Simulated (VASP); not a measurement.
Runs of VASP 6.6.1 on Be. The structure is that of space group Im-3m (No. 229), or close to it. The cells are those of the table. This isn't the form of Be at room conditions, which is hcp.

```csv
cell,gap on the mesh (eV),pressure (GPa)
"a = 2.132 Å, angles 109.5°, 1 atom",none,5.4
"a = 2.159 Å, angles 109.5°, 1 atom",none,0.4
"a = 2.068 Å, angles 109.5°, 1 atom",none,20.5
"a = 2.109 Å, angles 109.5°, 1 atom",none,(a)
```

Alike in all rows: task single point; level PBEsol; potentials or basis VASP PAW PBE potentials, release 64 (Be); no spin polarisation; k mesh 24 × 24 × 24; cutoff (eV) 600; smearing fermi-dirac 0.05 eV.

Question: Estimate the missing entries.

Answer: (a) 10.4.

Caveats: the PAW data sets were made with another functional, which shifts forces and pressure a little; the cell stands under pressure (at least some runs).

A gap of «none» marks levels without a gap at the run's occupations.
